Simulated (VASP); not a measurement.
A run of VASP 6.6.1 is set up as follows.

INCAR

```
SYSTEM = GaAs
ALGO = Normal ; EDIFF = 1E-6
ENCUT = 520 ; GGA = PE
ISIF = 2 ; ISMEAR = 0
LASPH = .True. ; LCHARG = .False.
LREAL = .False. ; LWAVE = .False.
NBANDS = 16 ; NELM = 80
PREC = Accurate ; SIGMA = 0.05
```

The input KPOINTS:

```
k-points
0
Gamma
  10 10 10
  0 0 0
```

Contents of POSCAR:

```
GaAs
1.0
    0.0000000000      2.6855075000      2.8268500000
    2.6855075000      0.0000000000      2.8268500000
    2.6855075000      2.6855075000      0.0000000000
Ga As
1 1
Direct
    0.0000000000      0.0000000000      0.0000000000
    0.7500000000      0.7500000000      0.7500000000
```

Potentials or basis: VASP PAW PBE potentials, release 64 (Ga_d, As).

Run with:

```bash
$ cat potpaw_PBE.64/Ga_d/POTCAR potpaw_PBE.64/As/POTCAR > POTCAR
$ mpirun -np 1 vasp_std > vasp.out
```

**Question.** Predict the pressure.

**Answer.** 13.2 GPa.

**Question.** What does it give for the band gap on the k mesh?

**Answer.** 0.99 eV, indirect (least direct gap 1.18 eV).

Stress tensor (GPa, compression positive):
```
14.36  0.00  0.00
 0.00 14.36  0.00
 0.00  0.00 11.01
```

Caveat: the cell differs from its parent crystal (strain -0.050 along x and y, +0.000 along z). A k mesh can miss the band edges.
